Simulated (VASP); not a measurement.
Set up this calculation in VASP 6.6.1, as the native input.

```yaml
Task: single point
Functional: LDA
Potentials_or_basis: VASP PAW LDA potentials, release 64 (Si)
Cutoff: 520 eV
k_mesh: 12 × 12 × 6
Occupations: gaussian, width 0.03 eV
Spin: no spin polarisation
Dipole_correction: no
Further_INCAR_settings: ALGO = Normal; EDIFF = 1e-07; NBANDS = 16
```

The structure of Si lies in POSCAR:

```
Si
1.0
    4.0291929185      0.0000000000      0.0000000000
   -2.0145964593      3.4893834241      0.0000000000
    0.0000000000      0.0000000000      5.5985635602
Si
4
Direct
    0.3333333333      0.6666666667      0.0868883759
    0.6666666667      0.3333333333      0.5868883759
    0.3333333333      0.6666666667      0.4131116241
    0.6666666667      0.3333333333      0.9131116241
```

This isn't the form of Si at room conditions, which is diamond.

This cell differs from its parent crystal: atoms shifted along a free coordinate, c/a of the conventional cell at fixed volume 1.3895.

These files were run (other wordings do the same):

INCAR

```
PREC = Accurate ; ENCUT = 520
EDIFF = 1E-7 ; ISMEAR = 0
SIGMA = 0.03 ; LREAL = False
LASPH = True ; NELM = 60
ALGO = Normal ; ISIF = 2
LWAVE = False ; LCHARG = False
GGA = CA ; NBANDS = 16
```

KPOINTS

```
regular mesh
0
Gamma
  12 12 6
```

Potentials or basis: VASP PAW LDA potentials, release 64 (Si).

Run with:

```bash
$ cat potpaw_LDA.64/Si/POTCAR > POTCAR
$ mpirun -np 1 vasp_std > vasp.out
```

It gave:

```yaml
Pressure: 21.9 GPa
Largest_force: 13.290 eV/Å
Band_gap_on_the_k_mesh: zero (bands 8 and 9 overlap by 0.64 eV)
```

Caveat: the cell stands under pressure; semilocal functionals underestimate gaps, so a narrow gap can read as zero; forces of over 1 eV/Å act on the atoms, so gaps and moduli don't describe the material at rest.

It took 100 s on 1 thread of Intel Xeon 8259CL, with other jobs on the host, peak memory 0.2 GiB.
